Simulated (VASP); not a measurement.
Write the native input for VASP 6.6.1 that does the following.

- Task: single point
- Functional: PBE
- Potentials or basis: VASP PAW PBE potentials, release 64 (Al, O)
- Cutoff: 520 eV
- k mesh: 3 × 8 × 5
- Occupations: fermi-dirac, width 0.1 eV
- Spin: no spin polarisation
- Dipole correction: no
- Further INCAR settings: ALGO = Normal; EDIFF = 1e-06; NBANDS = 42

The structure of AlO2 lies in POSCAR:

```
AlO2
1.0
    9.4912800060      0.0000000000      0.0000000000
    0.0000000000      2.8760354307      0.0000000000
    0.0000000000      0.0000000000      4.1210845108
Al O
4 8
Direct
    0.1375102115      0.2500000000      0.9118415311
    0.8624897885      0.7500000000      0.0881584689
    0.3624897885      0.7500000000      0.4118415311
    0.6375102115      0.2500000000      0.5881584689
    0.8070252740      0.2500000000      0.3552479813
    0.1929747260      0.7500000000      0.6447520187
    0.6929747260      0.7500000000      0.8552479813
    0.3070252740      0.2500000000      0.1447520187
    0.9381408578      0.2500000000      0.8191897861
    0.0618591422      0.7500000000      0.1808102139
    0.5618591422      0.7500000000      0.3191897861
    0.4381408578      0.2500000000      0.6808102139
```

These files were run (other wordings do the same):

INCAR

```
ALGO = Normal
EDIFF = 1E-6
ENCUT = 520
GGA = PE
ISIF = 2
ISMEAR = -1
LASPH = True
LCHARG = False
LREAL = False
LWAVE = False
NBANDS = 42
NELM = 60
PREC = Accurate
SIGMA = 0.1
```

KPOINTS

```
k-points
0
Gamma
  3 8 5
```

Potentials or basis: VASP PAW PBE potentials, release 64 (Al, O).

Launch:

```console
$ cat potpaw_PBE.64/Al/POTCAR potpaw_PBE.64/O/POTCAR > POTCAR
$ mpirun -np 1 vasp_std > vasp.out
```

Results of the run:

```json
{
  "Pressure": "-0.1 GPa",
  "Largest force": "0.013 eV/Å",
  "Band gap on the k mesh": "zero (bands 30 and 31 overlap by 0.13 eV)"
}
```

Wall time 4 min on 1 thread of Intel Xeon 8259CL, with other jobs on the host, peak memory 0.27 GiB.
